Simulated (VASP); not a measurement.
Here is a VASP 6.6.1 calculation.

Contents of INCAR:

```
SYSTEM = Mo2W
PREC = Accurate
ENCUT = 520
EDIFF = 1E-7
ISMEAR = 0
SIGMA = 0.1
LREAL = .False.
LASPH = .True.
NELM = 100
ALGO = Fast
ISIF = 2
LWAVE = .False.
LCHARG = .False.
GGA = PE
NBANDS = 28
```

Contents of KPOINTS:

```
regular mesh
0
Gamma
  16 16 16
  0 0 0
```

File POSCAR:

```
Mo2W
1.0
   -1.5179024504      1.5179024504      4.5556773675
    1.5179024504     -1.5179024504      4.5556773675
    1.5179024504      1.5179024504     -4.5556773675
Mo W
2 1
Direct
    0.3327610291      0.3327610291      0.0000000000
    0.6672389709      0.6672389709      0.0000000000
    0.0000000000      0.0000000000      0.0000000000
```

Potentials or basis: VASP PAW PBE potentials, release 64 (Mo_sv, W_sv).

The run is started by

```sh
$ cat potpaw_PBE.64/Mo_sv/POTCAR potpaw_PBE.64/W_sv/POTCAR > POTCAR
$ mpirun -np 1 vasp_std > vasp.out
```

Question: What does it give for the largest force?

Answer: 0.014 eV/Å.

Question: Predict the pressure.

Answer: 46.6 GPa.

Forces on the atoms (eV/Å):
```
Mo   0.000  0.000 -0.014
Mo   0.000  0.000  0.014
W    0.000  0.000  0.000
```
